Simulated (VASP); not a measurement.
Runs of VASP 6.6.1 on Gd. The structure is hexagonal, space group P6_3/mmc (No. 194). The conventional cell has a = 3.484 Å, b = 3.484 Å, c = 5.587 Å, α = 90.00°, β = 90.00°, γ = 120.00°. Within 4.5 Å of Gd (site symmetry -6m2) lie 12 Gd at 3.44 to 3.48 Å. 

```tsv
k mesh	gap on the mesh (eV)	pressure (GPa)	moment (μB)
3 × 3 × 2	none	-3.4	14.92
8 × 8 × 5	none	0.0	14.58
10 × 10 × 6	none	-0.1	14.64
2 × 2 × 1	none	-12.7	13.72
6 × 6 × 4	none	0.2	14.67
4 × 4 × 2	none	0.6	15.05
14 × 14 × 8	none	-0.3	(a)
5 × 5 × 3	none	0.1	(b)
```

Alike in all rows: task single point; level LDA; potentials or basis VASP PAW PBE potentials, release 64 (Gd); spin collinear, ferromagnetic start; cell as given; cutoff (eV) 520; smearing fermi-dirac 0.05 eV.

Estimate the missing entries.

(a) 14.61; (b) 14.79.

Caveats: some runs use coarse meshes; the PAW data sets were made with another functional, which shifts forces and pressure a little; spin-orbit coupling is left out, which moves the levels of the heavy elements; semilocal functionals describe open f shells poorly, which spoils levels, moments and volumes.

A k mesh can miss the band edges, and the runs leave out spin-orbit coupling on Gd.

A gap of «none» marks levels without a gap at the run's occupations.
